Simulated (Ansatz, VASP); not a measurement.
**HfN in VASP and in Ansatz**

The input INCAR:

```
SYSTEM = HfN
PREC = Accurate ; ENCUT = 520
EDIFF = 1E-7 ; ISMEAR = 0
SIGMA = 0.15 ; LREAL = .False.
LASPH = .True. ; NELM = 100
ALGO = Normal ; ISIF = 2
LWAVE = .False. ; LCHARG = .False.
NBANDS = 14
```

The input KPOINTS:

```
Automatic mesh
0
Gamma
  16 16 16
  0 0 0
```

Contents of POSCAR:

```
HfN
1.0
    0.0000000000      2.5775631000      2.4548220000
    2.5775631000      0.0000000000      2.4548220000
    2.5775631000      2.5775631000      0.0000000000
Hf N
1 1
Direct
    0.0000000000      0.0000000000      0.0000000000
    0.7500000000      0.7500000000      0.7500000000
```

Input for Ansatz:

```yaml
crystal:
  lattice:
    - [0.0, 2.5775631, 2.454822]
    - [2.5775631, 0.0, 2.454822]
    - [2.5775631, 2.5775631, 0.0]
  atoms:
    - { symbol: Hf, position: [0.0, 0.0, 0.0] }
    - { symbol: "N", position: [0.75, 0.75, 0.75] }
basis:
  ecutwfc: 420
kpoints:
  mp_grid: { grid: [16, 16, 16] }
hamiltonian:
  xc: lda
scf:
  occupations: { method: gaussian, width: 0.15 }
output:
  forces: true
  stress: true
  eigenvalues: true
```

Change from the starting cell: strain +0.050 along x and y, +0.000 along z, atoms carried along.

Alike in both runs: task single point; functional LDA; k mesh 16 × 16 × 16; occupations gaussian, width 0.15 eV; no spin polarisation.

|  | VASP | Ansatz |
| --- | --- | --- |
| version | VASP 6.6.1 | Ansatz 0.2.0 |
| potentials or method | VASP PAW LDA potentials, release 64 (Hf_pv, N), cutoff 520 eV | scalar-relativistic, plane waves, PAW |
| valence electrons in the cell | 15 | 31 |

VASP gave:

```
gap on the k mesh at the Fermi level (eV)                     : none
pressure (GPa)                                                : -24.0
traceless stress, the component that is largest in VASP (GPa) : 4.63
```

**Question.** Estimate Ansatz's values.

**Answer.** gap on the k mesh at the Fermi level (eV): none; pressure (GPa): -23.5; traceless stress, the component that is largest in VASP (GPa): 4.64.

LDA's correlation is that of Perdew and Zunger in VASP and of Perdew and Wang (1992) in Ansatz. A gap of «none» marks a metal or a gap that the smearing closes. VASP's potentials hold 15 valence electrons a cell and Ansatz's 31, so a difference there can come from the potentials and not from the codes.

Spin-orbit coupling is off throughout.
